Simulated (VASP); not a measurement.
# NiSb: single point with PBE

Crystal: NiSb.

```
Ni Sb
1.0
     3.97566    0.00000    0.00000
    -1.98783    3.44302    0.00000
     0.00000    0.00000    5.15685
Ni Sb
2 2
Direct
  0.00000 0.00000 0.00000
  0.00000 0.00000 0.50000
  0.33333 0.66667 0.25000
  0.66667 0.33333 0.75000
```

```json
{
 "Program": "VASP 6.6.1",
 "Task": "single point",
 "Functional": "PBE",
 "Potentials or basis": "VASP PAW PBE potentials, release 64 (Ni, Sb)",
 "Cutoff": "520 eV",
 "k mesh": "12 × 12 × 8",
 "Occupations": "gaussian, width 0.1 eV",
 "Spin": "no spin polarisation"
}
```

The pressure is -0.2 GPa. The band gap on the k mesh is zero (band 15 reaches 11.60 eV, above the bottom of band 16 at 8.38 eV).

Stress tensor (GPa, compression positive):
```
-0.20  0.00  0.00
 0.00 -0.20  0.00
 0.00  0.00 -0.07
```

Levels at points of the mesh, in eV from the Fermi level:
| k point | band 12 | band 13 | band 14 | band 15 | band 16 | band 17 | band 18 | band 19 |
| --- | --- | --- | --- | --- | --- | --- | --- | --- |
| (0.00, 0.00, 0.00) | -1.26 | -0.01 | 0.55 | 0.55 | 2.38 | 2.38 | 3.07 | 3.90 |
| (0.50, 0.00, 0.00) | -1.78 | -1.52 | -1.32 | -1.25 | -0.40 | 1.12 | 3.40 | 3.85 |
| (0.00, 0.00, 0.50) | -2.00 | 0.18 | 0.18 | 1.99 | 1.99 | 1.99 | 1.99 | 5.09 |
| (0.50, 0.00, 0.50) | -1.83 | -1.73 | -1.73 | 0.20 | 0.20 | 1.59 | 1.59 | 5.13 |

It took 81 s on 1 thread of Intel(R) Xeon(R) 6975P-C (Granite Rapids), with other jobs on the host, peak memory 0.27 GiB.

Caveat: spin-orbit coupling is left out, which moves the levels of the heavy elements. Spin polarisation is off, so any magnetic state and its effect on volume and gap are missing.
